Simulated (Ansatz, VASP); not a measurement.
## Sc: VASP beside Ansatz

The input INCAR:

```
SYSTEM = Sc
ALGO = Normal
EDIFF = 1E-6
ENCUT = 520
GGA = PE
ISIF = 2
ISMEAR = -1
LASPH = .TRUE.
LCHARG = .TRUE.
LELF = .TRUE.
LREAL = .FALSE.
LVHAR = .TRUE.
LWAVE = .FALSE.
NBANDS = 18
NELM = 80
PREC = Accurate
SIGMA = 0.08
```

The input KPOINTS:

```
k-points
0
G
  13 13 7
  0 0 0
```

The input POSCAR:

```
Sc
1.0
    3.0246133111      0.0000000000      0.0000000000
   -1.5123066556      2.6193919641      0.0000000000
    0.0000000000      0.0000000000      4.6771361130
Sc
2
Direct
    0.3333333333      0.6666666667      0.2500000000
    0.6666666667      0.3333333333      0.7500000000
```

Input for Ansatz:

```yaml
crystal:
  lattice:
    - [3.0246133111, 0.0, 0.0]
    - [-1.5123066556, 2.6193919641, 0.0]
    - [0.0, 0.0, 4.677136113]
  atoms:
    - { symbol: Sc, position: [0.3333333333, 0.6666666667, 0.25] }
    - { symbol: Sc, position: [0.6666666667, 0.3333333333, 0.75] }
kpoints:
  mp_grid: { grid: [13, 13, 7] }
scf:
  occupations: { method: fermi_dirac, width: 0.08 }
hamiltonian:
  xc: pbe
  pseudopotentials: { kind: all_electron, lapw: { basis_error: 0.001 } }
output:
  forces: true
  stress: true
  eigenvalues: true
  populations: true
```

Change from the starting cell: volume scaled by 0.75, LAPW.

Alike in both runs: task single point; functional PBE; k mesh 13 × 13 × 7; occupations fermi-dirac, width 0.08 eV; no spin polarisation.

|  | VASP | Ansatz |
| --- | --- | --- |
| version | VASP 6.6.1 | Ansatz 0.2.0 |
| potentials or method | VASP PAW PBE potentials, release 64 (Sc_sv), cutoff 520 eV | all-electron LAPW, scalar-relativistic |

```csv
,VASP,Ansatz,Ansatz less VASP
pressure (GPa),24.6,24.5,-0.14
```

Ansatz ran all-electron here, and VASP with PAW potentials.
